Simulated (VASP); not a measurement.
# BaMgPF (P4/nmm) in VASP: a series of runs

BaMgPF is run at these levels: PBE+D3(BJ); tasks: single point, relaxation of cell and atoms.

All numbers are computed with VASP 6.6.1; they aren't measurements. Logs are shortened: lines on timing, memory, paths and dates and some standing lists are left out, and cuts for length are marked.

### 1 The cell of the first run

It takes space group P4/nmm (No. 129, tetragonal). Conventional cell: a = 4.286 Å, b = 4.286 Å, c = 9.430 Å, α = 90.00°, β = 90.00°, γ = 90.00°. Ba (site symmetry 4mm) has 4 F at 2.63 Å and 4 P at 3.49 Å within 3.5 Å. Within 3.5 Å of P (site symmetry 4mm) lie 4 Mg at 2.59 Å and 4 Ba at 3.49 Å. Within 3.4 Å of Mg (site symmetry -4m2) lie 4 P at 2.59 Å and 4 Mg at 3.03 Å. F (site symmetry -4m2) has 4 Ba at 2.63 Å and 4 F at 3.03 Å within 3.5 Å.

### 2 Single point, PBE+D3(BJ)

Contents of INCAR:

```
  PREC = Accurate
  ENCUT = 520
  EDIFF = 1E-6
  ISMEAR = 0
  SIGMA = 0.02
  LREAL = F
  LASPH = T
  NELM = 100
  ALGO = Normal
  ISIF = 2
  LWAVE = F
  LCHARG = T
  GGA = PE
  IVDW = 12
  LELF = T
  LVHAR = T
  NBANDS = 34
```

Contents of KPOINTS:

```
regular mesh
0
Gamma
  6 6 4
```

Contents of POSCAR:

```
BaMgPF
1.0
    4.2863328066      0.0000000000      0.0000000000
    0.0000000000      4.2863328066      0.0000000000
    0.0000000000      0.0000000000      9.4299029012
Ba P Mg F
2 2 2 2
Direct
    0.5000000000      0.0000000000      0.1624252768
    0.0000000000      0.5000000000      0.8375747232
    0.5000000000      0.0000000000      0.6546089175
    0.0000000000      0.5000000000      0.3453910825
    0.5000000000      0.5000000000      0.5000000000
    0.0000000000      0.0000000000      0.5000000000
    0.5000000000      0.5000000000      0.0000000000
    0.0000000000      0.0000000000      0.0000000000
```

Potentials or basis: VASP PAW PBE potentials, release 64 (Ba_sv, P, Mg, F).

On the command line:

```console
$ cat potpaw_PBE.64/Ba_sv/POTCAR potpaw_PBE.64/P/POTCAR potpaw_PBE.64/Mg/POTCAR potpaw_PBE.64/F/POTCAR > POTCAR
$ mpirun -np 1 vasp_std > vasp.out
```

OUTCAR:

```text
PREC = Accurate
   ENCUT = 520
   EDIFF = 1E-6
   ISMEAR = 0
   LREAL = F
   LASPH = T
   NELM = 100
   ISIF = 2
   GGA = PE
   IVDW = 12
 IVDW          = 12

 ion  position               nearest neighbor table
   1  0.500  0.000  0.162-   7 2.63   8 2.63   7 2.63   8 2.63   4 3.49   4 3.49   4 3.49   4 3.49
                             5 3.84   6 3.84   5 3.84   6 3.84   2 4.31   2 4.31   2 4.31   2 4.31
   2  0.000  0.500  0.838-   7 2.63   8 2.63   8 2.63   7 2.63   3 3.49   3 3.49   3 3.49   3 3.49
                             5 3.84   5 3.84   6 3.84   6 3.84   1 4.31   1 4.31   1 4.31   1 4.31
   3  0.500  0.000  0.655-   5 2.59   6 2.59   5 2.59   6 2.59   2 3.49   2 3.49   2 3.49   2 3.49

   4  0.000  0.500  0.345-   5 2.59   6 2.59   6 2.59   5 2.59   1 3.49   1 3.49   1 3.49   1 3.49

   5  0.500  0.500  0.500-   3 2.59   4 2.59   3 2.59   4 2.59   6 3.03   6 3.03   6 3.03   6 3.03
                             2 3.84   1 3.84   2 3.84   1 3.84
   6  0.000  0.000  0.500-   3 2.59   4 2.59   4 2.59   3 2.59   5 3.03   5 3.03   5 3.03   5 3.03
                             1 3.84   2 3.84   2 3.84   1 3.84
   7  0.500  0.500  0.000-   1 2.63   2 2.63   1 2.63   2 2.63
   8  0.000  0.000  0.000-   1 2.63   2 2.63   2 2.63   1 2.63

  LATTYP: Found a simple tetragonal cell.
 ALAT       =     4.2863328066
 C/A-ratio  =     2.1999931705

  Lattice vectors:

 A1 = (   4.2863328066,   0.0000000000,   0.0000000000)
 A2 = (   0.0000000000,   4.2863328066,   0.0000000000)
 A3 = (   0.0000000000,   0.0000000000,   9.4299029012)

Analysis of symmetry for initial positions (statically):
=====================================================================
 Subroutine PRICEL returns:
 Original cell was already a primitive cell.

 Routine SETGRP: Setting up the symmetry group for a
 simple tetragonal supercell.

 Subroutine GETGRP returns: Found 16 space group operations
 (whereof  8 operations were pure point group operations)
 out of a pool of 16 trial point group operations.

The static configuration has the point symmetry D_2d.
 The point group associated with its full space group is D_4h.

Analysis of symmetry for dynamics (positions and initial velocities):
=====================================================================
 Subroutine PRICEL returns:
 Original cell was already a primitive cell.

 Routine SETGRP: Setting up the symmetry group for a
 simple tetragonal supercell.

 Subroutine GETGRP returns: Found 16 space group operations
 (whereof  8 operations were pure point group operations)
 out of a pool of 16 trial point group operations.

The dynamic configuration has the point symmetry D_2d.
 The point group associated with its full space group is D_4h.

 Subroutine INISYM returns: Found 16 space group operations
 (whereof  8 operations are pure point group operations),
 and found     1 'primitive' translations

----------------------------------------------------------------------------------------

                                     Primitive cell

  volume of cell :     173.2523

  direct lattice vectors                    reciprocal lattice vectors
     4.286332807  0.000000000  0.000000000     0.233299663  0.000000000  0.000000000
     0.000000000  4.286332807  0.000000000     0.000000000  0.233299663  0.000000000
     0.000000000  0.000000000  9.429902901     0.000000000  0.000000000  0.106045631

  length of vectors
     4.286332807  4.286332807  9.429902901     0.233299663  0.233299663  0.106045631

  position of ions in fractional coordinates (direct lattice)
     0.500000000  0.000000000  0.162425277
     0.000000000  0.500000000  0.837574723
     0.500000000  0.000000000  0.654608917
     0.000000000  0.500000000  0.345391083
     0.500000000  0.500000000  0.500000000
     0.000000000  0.000000000  0.500000000
     0.500000000  0.500000000  0.000000000
     0.000000000  0.000000000  0.000000000

  ion indices of the primitive-cell ions
   primitive index   ion index
                 1           1
                 2           2
                 3           3
                 4           4
                 5           5
                 6           6
                 7           7
                 8           8

----------------------------------------------------------------------------------------

 KPOINTS: regular mesh

Automatic generation of k-mesh.
 Grid dimensions read from file:
 generate k-points for:    6    6    4

 Generating k-lattice:

  Cartesian coordinates                     Fractional coordinates (reciprocal lattice)
     0.038883277  0.000000000  0.000000000     0.166666667  0.000000000  0.000000000
     0.000000000  0.038883277  0.000000000     0.000000000  0.166666667  0.000000000
     0.000000000  0.000000000  0.026511408     0.000000000  0.000000000  0.250000000

  Length of vectors
     0.038883277  0.038883277  0.026511408

  Shift w.r.t. Gamma in fractional coordinates (k-lattice)
     0.000000000  0.000000000  0.000000000

 Subroutine IBZKPT returns following result:
 ===========================================

 Found     30 irreducible k-points:

 Following reciprocal coordinates:
            Coordinates               Weight
  0.000000  0.000000  0.000000      1.000000
  0.166667  0.000000  0.000000      4.000000
  0.333333  0.000000  0.000000      4.000000
  0.500000  0.000000  0.000000      2.000000
  0.166667  0.166667  0.000000      4.000000
  0.333333  0.166667  0.000000      8.000000
[... 16 lines left out ...]
  0.333333  0.000000  0.500000      4.000000
  0.500000  0.000000  0.500000      2.000000
 [... further k-points ...]
   k-points           NKPTS =     30   k-points in BZ     NKDIM =     30   number of bands    NBANDS=     34
   number of dos      NEDOS =    301   number of ions     NIONS =      8
   total plane-waves  NPLWV =  71680
   dimension x,y,z NGX =    32 NGY =   32 NGZ =   70
   dimension x,y,z NGXF=    64 NGYF=   64 NGZF=  140
   ions per type =               2   2   2   2
   NGX,Y,Z   is equivalent  to a cutoff of  12.41, 12.41, 12.34 a.u.
   NGXF,Y,Z  is equivalent  to a cutoff of  24.82, 24.82, 24.68 a.u.
 SYSTEM =  unknown system
   PREC   = accura    normal or accurate (medium, high low for compatibility)
   ISTART =      0    job   : 0-new  1-cont  2-samecut
   ICHARG =      2    charge: 1-file 2-atom 10-const
   ISPIN  =      1    spin polarized calculation?
   LNONCOLLINEAR =      F non collinear calculations
   LSORBIT =      F    spin-orbit coupling
   LASPH  =      T    aspherical Exc in radial PAW
   ENCUT  =  520.0 eV  38.22 Ry    6.18 a.u.   7.97  7.97 17.53*2*pi/ulx,y,z
   NELM   =    100;   NELMIN=  2; NELMDL= -5     # of ELM steps
   EDIFF  = 0.1E-05   stopping-criterion for ELM
   LREAL  =      F    real-space projection
   EDIFFG = 0.1E-04   stopping-criterion for IOM
   NSW    =      0    number of steps for IOM
   IBRION =     -1    ionic relax: 0-MD 1-quasi-New 2-CG
   NFREE  =      0    steps in history (QN), initial steepest desc. (CG)
   ISIF   =      2    stress and relaxation
   ISYM   =      2    0-nonsym 1-usesym 2-fastsym
   POTIM  = 0.5000    time-step for ionic-motion
   TEBEG  =    0.0;   TEEND  =   0.0 temperature during run
   PSTRESS=    0.0 pullay stress
   NELECT =      48.0000    total number of electrons
   NUPDOWN=      -1.0000    fix difference up-down
   EMIN   =  10.00;   EMAX   =-10.00  energy-range for DOS
   EFERMI =   0.00;   METHOD = LEGACY
   ISMEAR =     0;   SIGMA  =   0.02  broadening in eV -4-tet -1-fermi 0-gaus
   EFERMI_NEDOS =   21; number of points for ismear=-14 and -15
   IALGO  =     38    algorithm
   IMIX   =      4    mixing-type and parameters
     AMIX     =   0.40;   BMIX     =  1.00
     AMIX_MAG =   1.60;   BMIX_MAG =  1.00
  volume/ion in A,a.u.               =      21.66       146.15
  Fermi-wavevector in a.u.,A,eV,Ry     =   1.067240  2.016792 15.497063  1.139002
  Thomas-Fermi vector in A             =   2.202850
   LORBIT       =      0    0 simple, 1 ext, 2 COOP (PROOUT), +10 PAW based schemes
   GGA     = PE    functional components
   LHFCALC =     F    Hartree Fock is set to
   AEXX    =    0.0000 exact exchange contribution
   IVDW    =    12    specifies the selected vdW correction
   LEPSILON=     F    determine dielectric tensor
   LRPA    =     F    only Hartree local field effects (RPA)
 non-spin polarized calculation
 Gauss-broadening in eV      SIGMA  =   0.02
  energy-cutoff  :      520.00
  volume of cell :      173.25
 maximum number of plane-waves:      4704
 NGX is ok and might be reduce to    32
   NGX = 15   NGY = 15   NGZ = 35

 number of electron      47.9999967 magnetization

 Free energy of the ion-electron system (eV)
  ---------------------------------------------------
  ext. energy  EPLUGINS =         0.00000000
  ---------------------------------------------------
  free energy    TOTEN  =       -37.59451222 eV

  energy without entropy =      -37.59451222  energy(sigma->0) =      -37.59451222

 E-fermi :   2.8049     XC(G=0):  -9.1633

 val. band max:        2.6728070667   @ k =   0.0000   0.0000   0.0000
 cond. band min:       4.4417033779   @ k =   0.0000   0.0000   0.0000
 fundamental gap:      1.7688963112
 Fermi energy:         2.8049484129

 k-point     1 :       0.0000    0.0000    0.0000
  band No.  band energies     occupation
      1     -24.2658      2.00000
      2     -24.0743      2.00000
      3     -20.3274      2.00000
      4     -20.2613      2.00000
      5      -9.3873      2.00000
      6      -9.3873      2.00000
[... 26 lines left out ...]
     33       8.8282      0.00000
     34       8.8349      0.00000

 k-point     2 :       0.1667    0.0000    0.0000
  band No.  band energies     occupation
      1     -24.2388      2.00000
      2     -24.0717      2.00000
      3     -20.3417      2.00000
      4     -20.2864      2.00000
      5      -9.5151      2.00000
      6      -9.4030      2.00000
[... 26 lines left out ...]
     33       8.1003      0.00000
     34       8.6182      0.00000

 k-point     3 :       0.3333    0.0000    0.0000
  band No.  band energies     occupation
      1     -24.1742      2.00000
      2     -24.0762      2.00000
      3     -20.3691      2.00000
      4     -20.3398      2.00000
      5      -9.5669      2.00000
      6      -9.5024      2.00000
[... 26 lines left out ...]
     33       7.9938      0.00000
     34       8.8383      0.00000

 k-point     4 :       0.5000    0.0000    0.0000
  band No.  band energies     occupation
      1     -24.1099      2.00000
      2     -24.1099      2.00000
      3     -20.3749      2.00000
      4     -20.3749      2.00000
      5      -9.5222      2.00000
      6      -9.5222      2.00000
[... 26 lines left out ...]
     33       8.3023      0.00000
     34       8.3023      0.00000

 k-point     5 :       0.1667    0.1667    0.0000
  band No.  band energies     occupation
      1     -24.2133      2.00000
      2     -24.0674      2.00000
      3     -20.3570      2.00000
      4     -20.3109      2.00000
      5      -9.5765      2.00000
      6      -9.4393      2.00000
[... 621 lines left out ...]
 k-point    22 :       0.1667    0.0000    0.5000
  band No.  band energies     occupation
      1     -24.2388      2.00000
      2     -24.0718      2.00000
      3     -20.3417      2.00000
      4     -20.2865      2.00000
      5      -9.5411      2.00000
      6      -9.3679      2.00000
[... 26 lines left out ...]
     33       8.2123      0.00000
     34       8.7742      0.00000

 k-point    23 :       0.3333    0.0000    0.5000
  band No.  band energies     occupation
      1     -24.1742      2.00000
      2     -24.0762      2.00000
      3     -20.3692      2.00000
      4     -20.3397      2.00000
      5      -9.5851      2.00000
      6      -9.4809      2.00000
[... 26 lines left out ...]
     33       8.2262      0.00000
     34       8.3721      0.00000

 k-point    24 :       0.5000    0.0000    0.5000
  band No.  band energies     occupation
      1     -24.1099      2.00000
      2     -24.1099      2.00000
      3     -20.3748      2.00000
      4     -20.3748      2.00000
      5      -9.5210      2.00000
      6      -9.5210      2.00000
[... 26 lines left out ...]
     33       8.1814      0.00000
     34       8.1814      0.00000

 [... further k-points ...]

------------------------ aborting loop because EDIFF is reached ----------------------------------------

 Edisp (eV)   -2.09717

 E8    (eV) :    -0.9733

  FORCE on cell =-STRESS in cart. coord.  units (eV):
  Direction    XX          YY          ZZ          XY          YZ          ZX
  --------------------------------------------------------------------------------------
  -------------------------------------------------------------------------------------
  Total       0.62622     0.62622     0.64160     0.00000     0.00000     0.00000
  in kB       5.79104     5.79104     5.93333     0.00000     0.00000     0.00000
  external pressure =        5.84 kB  Pullay stress =        0.00 kB

 VOLUME and BASIS-vectors are now :
 -----------------------------------------------------------------------------
  energy-cutoff  :      520.00
  volume of cell :      173.25
      direct lattice vectors                 reciprocal lattice vectors
     4.286332807  0.000000000  0.000000000     0.233299663  0.000000000  0.000000000
     0.000000000  4.286332807  0.000000000     0.000000000  0.233299663  0.000000000
     0.000000000  0.000000000  9.429902901     0.000000000  0.000000000  0.106045631

 POSITION                                       TOTAL-FORCE (eV/Angst)
 -----------------------------------------------------------------------------------
      2.14317      0.00000      1.53165         0.000000      0.000000      0.140809
      0.00000      2.14317      7.89825        -0.000000      0.000000     -0.140809
      2.14317      0.00000      6.17290        -0.000000      0.000000     -0.039467
      0.00000      2.14317      3.25700        -0.000000     -0.000000      0.039467
      2.14317      2.14317      4.71495         0.000000     -0.000000      0.000000
      0.00000      0.00000      4.71495        -0.000000     -0.000000      0.000000
      2.14317      2.14317      0.00000        -0.000000      0.000000      0.000000
      0.00000      0.00000      0.00000        -0.000000      0.000000      0.000000
 -----------------------------------------------------------------------------------
    total drift:                                0.000000     -0.000000     -0.000000

  FREE ENERGIE OF THE ION-ELECTRON SYSTEM (eV)
  ---------------------------------------------------
  free  energy   TOTEN  =       -39.6916827850 eV

  energy  without entropy=      -39.6916827850  energy(sigma->0) =      -39.69168278
```

It took 5.7 min on 1 thread of Oxide Virtual Turin-like, shared host; peak memory 0.34 GiB.

What came out:

```
Free energy                : -39.6917 eV
Pressure                   : 0.6 GPa
Largest force              : 0.141 eV/Å
Band gap on the k mesh     : 1.77 eV
Dispersion energy per atom : -0.262 eV
```

Forces on the atoms (eV/Å):
```
Ba   0.000  0.000  0.141
Ba   0.000  0.000 -0.141
P    0.000  0.000 -0.039
P    0.000  0.000  0.039
Mg   0.000  0.000  0.000
Mg   0.000  0.000  0.000
F    0.000  0.000  0.000
F    0.000  0.000  0.000
```

Caveat: spin-orbit coupling is left out, which moves the levels of the heavy elements. A k mesh can miss the band edges.

(Continued in part 2 of 2.)
